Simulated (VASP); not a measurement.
# Y (P6_3/mmc) in VASP: single point with PBE

Aim: the single point of Y with PBE.

All numbers are computed with VASP 6.6.1; they aren't measurements. Logs are shortened: lines on timing, memory, paths and dates and some standing lists are left out, and cuts for length are marked.

**1. The cell of the first run**

It takes space group P6_3/mmc (No. 194, hexagonal). The conventional cell has a = 3.659 Å, b = 3.659 Å, c = 5.667 Å, α = 90.00°, β = 90.00°, γ = 120.00°. Within 4.6 Å of Y (site symmetry -6m2) lie 12 Y at 3.53 to 3.66 Å.

**2. Single point, PBE, collinear spin**

Contents of INCAR:

```
PREC = Accurate
ENCUT = 520
EDIFF = 1E-6
ISMEAR = -1
SIGMA = 0.05
LREAL = F
LASPH = T
NELM = 150
ALGO = Normal
ISIF = 2
LWAVE = F
LCHARG = F
ISPIN = 2
MAGMOM = 1 1
LORBIT = 11
LMAXMIX = 4
GGA = PE
NBANDS = 22
```

Contents of KPOINTS:

```
regular mesh
0
Gamma
  16 16 9
```

Contents of POSCAR:

```
Y
1.0
    3.6586367731      0.0000000000      0.0000000000
   -1.8293183865      3.1684723887      0.0000000000
    0.0000000000      0.0000000000      5.6669369595
Y
2
Direct
    0.3333333333      0.6666666667      0.2500000000
    0.6666666667      0.3333333333      0.7500000000
```

Potentials or basis: VASP PAW PBE potentials, release 64 (Y_sv).

Command:

```sh
$ cat potpaw_PBE.64/Y_sv/POTCAR > POTCAR
$ mpirun -np 1 vasp_std > vasp.out
```

OUTCAR:

```text
PREC = Accurate
   ENCUT = 520
   EDIFF = 1E-6
   ISMEAR = -1
   LREAL = F
   LASPH = T
   NELM = 150
   ISIF = 2
   ISPIN = 2
   LORBIT = 11
   GGA = PE

 ion  position               nearest neighbor table
   1  0.333  0.667  0.250-   2 3.53   2 3.53   2 3.53   2 3.53   2 3.53   2 3.53
   2  0.667  0.333  0.750-   1 3.53   1 3.53   1 3.53   1 3.53   1 3.53   1 3.53

  LATTYP: Found a hexagonal cell.
 ALAT       =     3.6586367731
 C/A-ratio  =     1.5489203523

  Lattice vectors:

 A1 = (   3.6586367731,   0.0000000000,   0.0000000000)
 A2 = (  -1.8293183865,   3.1684723887,   0.0000000000)
 A3 = (   0.0000000000,   0.0000000000,   5.6669369595)

Analysis of symmetry for initial positions (statically):
=====================================================================
 Subroutine PRICEL returns:
 Original cell was already a primitive cell.

 Routine SETGRP: Setting up the symmetry group for a
 hexagonal supercell.

 Subroutine GETGRP returns: Found 24 space group operations
 (whereof 12 operations were pure point group operations)
 out of a pool of 24 trial point group operations.

The static configuration has the point symmetry D_3d.
 The point group associated with its full space group is D_6h.

Analysis of symmetry for dynamics (positions and initial velocities):
=====================================================================
 Subroutine PRICEL returns:
 Original cell was already a primitive cell.

 Routine SETGRP: Setting up the symmetry group for a
 hexagonal supercell.

 Subroutine GETGRP returns: Found 24 space group operations
 (whereof 12 operations were pure point group operations)
 out of a pool of 24 trial point group operations.

The dynamic configuration has the point symmetry D_3d.
 The point group associated with its full space group is D_6h.

Analysis of structural, dynamic, and magnetic symmetry:
=====================================================================
 Subroutine PRICEL returns:
 Original cell was already a primitive cell.

 Routine SETGRP: Setting up the symmetry group for a
 hexagonal supercell.

 Subroutine GETGRP returns: Found 24 space group operations
 (whereof 12 operations were pure point group operations)
 out of a pool of 24 trial point group operations.

The overall configuration has the point symmetry D_3d.
 The point group associated with its full space group is D_6h.

 Subroutine INISYM returns: Found 24 space group operations
[... 118 lines left out ...]
  volume/ion in A,a.u.               =      32.85       221.66
  Fermi-wavevector in a.u.,A,eV,Ry     =   1.136868  2.148368 17.585091  1.292468
  Thomas-Fermi vector in A             =   2.273573
   LORBIT       =     11    0 simple, 1 ext, 2 COOP (PROOUT), +10 PAW based schemes
   GGA     = PE    functional components
   LHFCALC =     F    Hartree Fock is set to
   AEXX    =    0.0000 exact exchange contribution
   IVDW    =     0    specifies the selected vdW correction
   LEPSILON=     F    determine dielectric tensor
   LRPA    =     F    only Hartree local field effects (RPA)
 spin polarized calculation
  energy-cutoff  :      520.00
  volume of cell :       65.69
 maximum number of plane-waves:      1786
 NGX is ok and might be reduce to    28
   NGX = 13   NGY = 13   NGZ = 21

 number of electron      22.0000000 magnetization       0.0013846

 Free energy of the ion-electron system (eV)
  ---------------------------------------------------
  ext. energy  EPLUGINS =         0.00000000
  ---------------------------------------------------
  free energy    TOTEN  =       -12.88212091 eV

  energy without entropy =      -12.84995399  energy(sigma->0) =      -12.86603745

 E-fermi :   2.9981     XC(G=0):  -9.4266

 val. band max:        2.9715755719   @ k =   0.5000   0.0000   0.3333
 cond. band min:       2.9986336331   @ k =   0.3750   0.0000   0.0000
 fundamental gap:      0.0270580612
 Fermi energy:         2.9980513865

 spin component 1

 k-point     1 :       0.0000    0.0000    0.0000
  band No.  band energies     occupation
      1     -39.6930      1.00000
      2     -39.6161      1.00000
      3     -19.9751      1.00000
      4     -19.5010      1.00000
      5     -19.5010      1.00000
      6     -19.4059      1.00000
[... 589 lines left out ...]
     21      10.6729      0.00000
     22      10.7867      0.00000

 [... further k-points ...]

 spin component 2

 k-point     1 :       0.0000    0.0000    0.0000
  band No.  band energies     occupation
      1     -39.6928      1.00000
      2     -39.6160      1.00000
      3     -19.9749      1.00000
      4     -19.5008      1.00000
      5     -19.5008      1.00000
      6     -19.4057      1.00000
[... 589 lines left out ...]
     21      10.6733      0.00000
     22      10.7871      0.00000

 [... further k-points ...]

------------------------ aborting loop because EDIFF is reached ----------------------------------------

  FORCE on cell =-STRESS in cart. coord.  units (eV):
  Direction    XX          YY          ZZ          XY          YZ          ZX
  --------------------------------------------------------------------------------------
  -------------------------------------------------------------------------------------
  Total       -0.0478308     -0.0478308      0.0122211     -0.0000000      0.0000000      0.0000000
  in kB       -1.1665421     -1.1665421      0.2980591     -0.0000000      0.0000000      0.0000000
  external PRESSURE =      -0.6783417 kB  Pullay stress =       0.0000000 kB

 VOLUME and BASIS-vectors are now :
 -----------------------------------------------------------------------------
  energy-cutoff  :      520.00
  volume of cell :       65.69
      direct lattice vectors                 reciprocal lattice vectors
     3.658636773  0.000000000  0.000000000     0.273325848  0.157804752  0.000000000
    -1.829318387  3.168472389  0.000000000     0.000000000  0.315609504  0.000000000
     0.000000000  0.000000000  5.666936960     0.000000000  0.000000000  0.176462171

 POSITION                                       TOTAL-FORCE (eV/Angst)
 -----------------------------------------------------------------------------------
     -0.00000      2.11231      1.41673        -0.000000     -0.000000      0.000000
      1.82932      1.05616      4.25020         0.000000      0.000000      0.000000
 -----------------------------------------------------------------------------------
    total drift:                               -0.000000      0.000000     -0.000000

  FREE ENERGIE OF THE ION-ELECTRON SYSTEM (eV)
  ---------------------------------------------------
  free  energy   TOTEN  =       -12.8821209139 eV

  energy  without entropy=      -12.8499539861  energy(sigma->0) =      -12.86603745

 total charge

# of ion       s       p       d       f       tot
--------------------------------------------------
    1        2.279   6.225   0.916   0.006   9.427
    2        2.279   6.225   0.916   0.006   9.427
--------------------------------------------------
tot          4.559  12.449   1.832   0.013  18.853

 magnetization (x)

# of ion       s       p       d       f       tot
--------------------------------------------------
    1        0.000   0.000   0.000   0.000   0.000
    2        0.000   0.000   0.000   0.000   0.000
--------------------------------------------------
tot          0.000   0.000   0.000   0.000   0.001
```

Wall time 4.1 min (1 thread of Intel Xeon Platinum 8559C (Emerald Rapids), shared host); peak memory 0.43 GiB.

What came out:

* Free energy: -12.8821 eV
* Pressure: -0.1 GPa
* Band gap on the k mesh: zero (filled and empty bands overlap)
* Net moment: 0.00 μB per cell
* Valence electrons inside the program's atomic spheres: Y 9.43

The gap in the log of VASP goes by the Fermi energy; the results here count the filled bands.